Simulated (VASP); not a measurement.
A run of VASP 6.6.1:

File INCAR:

```
SYSTEM = Cu
  ALGO = Normal
  EDIFF = 1E-6
  ENCUT = 520
  GGA = PE
  ISIF = 2
  ISMEAR = -4
  LASPH = .TRUE.
  LCHARG = .FALSE.
  LREAL = .FALSE.
  LWAVE = .FALSE.
  NBANDS = 18
  NELM = 60
  PREC = Accurate
  SIGMA = 0.1
```

Contents of KPOINTS:

```
k-points
0
G
  19 19 10
  0 0 0
```

The input POSCAR:

```
Cu
1.0
    2.1618046124      0.0000000000      0.0000000000
   -1.0809023062      1.8721777124      0.0000000000
    0.0000000000      0.0000000000      3.5478652287
Cu
2
Direct
    0.3333333333      0.6666666667      0.2500000000
    0.6666666667      0.3333333333      0.7500000000
```

Potentials or basis: VASP PAW PBE potentials, release 64 (Cu).

The run is started by

```console
$ cat potpaw_PBE.64/Cu/POTCAR > POTCAR
$ mpirun -np 1 vasp_std > vasp.out
```

Hardware: 1 thread of Intel Xeon 8259CL (shared host).

How long does it take, and how much memory?

Run time: 78 s on 1 thread of Intel Xeon 8259CL, with other jobs on the host, peak memory 0.17 GiB. Counts: scf iterations 12, k points 240.
